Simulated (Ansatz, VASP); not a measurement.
## Ta2N in VASP and in Ansatz

```
CELL_PARAMETERS angstrom
5.29657 0.00000 0.00000
-2.64829 4.58697 0.00000
0.00000 0.00000 4.93918
ATOMIC_POSITIONS crystal
Ta 0.66636 0.66636 0.75362
Ta 0.00000 0.33364 0.75362
Ta 0.33364 0.00000 0.75362
Ta 0.33364 0.33364 0.24638
Ta 0.00000 0.66636 0.24638
Ta 0.66636 0.00000 0.24638
N 0.66667 0.33333 0.50000
N 0.33333 0.66667 0.50000
N 0.00000 0.00000 0.00000
```

Alike in both runs: task single point; functional PBEsol; k mesh 6 × 6 × 4; occupations gaussian, width 0.2 eV; no spin polarisation.

|  | VASP | Ansatz |
| --- | --- | --- |
| version | VASP 6.6.1 | Ansatz 0.2.0 |
| potentials or method | VASP PAW PBE potentials, release 64 (Ta_pv, N), cutoff 520 eV | scalar-relativistic, plane waves, PAW |
| valence electrons in the cell | 81 | 93 |

|  | VASP | Ansatz | Ansatz less VASP |
| --- | --- | --- | --- |
| gap on the k mesh at the Fermi level (eV) | none | none | - |
| pressure (GPa) | -4.8 | -5.3 | -0.52 |
| traceless stress, the component that is largest in VASP (GPa) | -0.13 | -0.11 | +0.021 |
| rms of the force components (eV/Å) | 0.053 | 0.061 | +0.0076 |

VASP's potentials were made for PBE, not for PBEsol. Atom by atom the forces differ by 0.008 eV/Å (rms over components). A gap of «none» marks a metal or a gap that the smearing closes. The functional is the same, so the differences come from potentials, cutoffs and numerics. VASP's potentials hold 81 valence electrons a cell and Ansatz's 93, so a difference there can come from the potentials and not from the codes.

Spin-orbit coupling is off throughout.
